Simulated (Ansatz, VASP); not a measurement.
Two plane-wave programs on ZrO2

```xyz
3
Lattice="0.0000 2.5350 2.5350 2.5350 0.0000 2.5350 2.5350 2.5350 0.0000" Properties=species:S:1:pos:R:3 pbc="T T T"
Zr    0.0000    0.0000    0.0000
O     1.2675    1.2675    1.2675
O     3.8025    3.8025    3.8025
```

Alike in both runs: task single point; functional PBE; k mesh 8 × 8 × 8; occupations gaussian, width 0.05 eV; no spin polarisation.

```csv
,VASP,Ansatz
version,VASP 6.6.1,Ansatz 0.2.0
potentials or method,"VASP PAW PBE potentials, release 64 (Zr_sv, O), cutoff 600 eV","scalar-relativistic, plane waves, PAW"
valence electrons in the cell,24,24
```

Ansatz gave:

```
gap on the k mesh at the Fermi level (eV) : 3.39
least direct gap on the mesh (eV)         : 3.84
pressure (GPa)                            : 6.8
```

Question: What did VASP give for the same quantities?

Answer: gap on the k mesh at the Fermi level (eV): 3.39; least direct gap on the mesh (eV): 3.84; pressure (GPa): 6.9.
